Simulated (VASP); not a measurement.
Here is a VASP 6.6.1 calculation.

INCAR

```
SYSTEM = Ta2N
PREC = Accurate
ENCUT = 520
EDIFF = 1E-6
ISMEAR = 0
SIGMA = 0.15
LREAL = .FALSE.
LASPH = .TRUE.
NELM = 80
ALGO = Normal
ISIF = 2
LWAVE = .FALSE.
LCHARG = .FALSE.
GGA = PS
NBANDS = 20
```

Contents of KPOINTS:

```
Automatic mesh
0
G
  18 18 10
  0 0 0
```

File POSCAR:

```
Ta2N
1.0
    3.0366929685      0.0000000000      0.0000000000
   -1.5183464843      2.6298532542      0.0000000000
    0.0000000000      0.0000000000      4.7587940514
Ta N
2 1
Direct
    0.6666666667      0.3333333333      0.7463700642
    0.3333333333      0.6666666667      0.2536299358
    0.0000000000      0.0000000000      0.0000000000
```

Potentials or basis: VASP PAW PBE potentials, release 64 (Ta_pv, N).

The run is started by

```sh
$ cat potpaw_PBE.64/Ta_pv/POTCAR potpaw_PBE.64/N/POTCAR > POTCAR
$ mpirun -np 1 vasp_std > vasp.out
```

Task: What does it give for the pressure?

Result: 14.3 GPa.

Task: What does it give for the band gap on the k mesh?

Result: Zero (an odd number of electrons rules out a gap without spin polarisation).

Task: What does it give for the largest force?

Result: 0.374 eV/Å.

Forces on the atoms (eV/Å):
```
Ta   0.000  0.000 -0.374
Ta   0.000  0.000  0.374
N    0.000  0.000  0.000
```

Caveat: the cell stands under pressure; the PAW data sets were made with another functional, which shifts forces and pressure a little; spin-orbit coupling is left out, which moves the levels of the heavy elements.
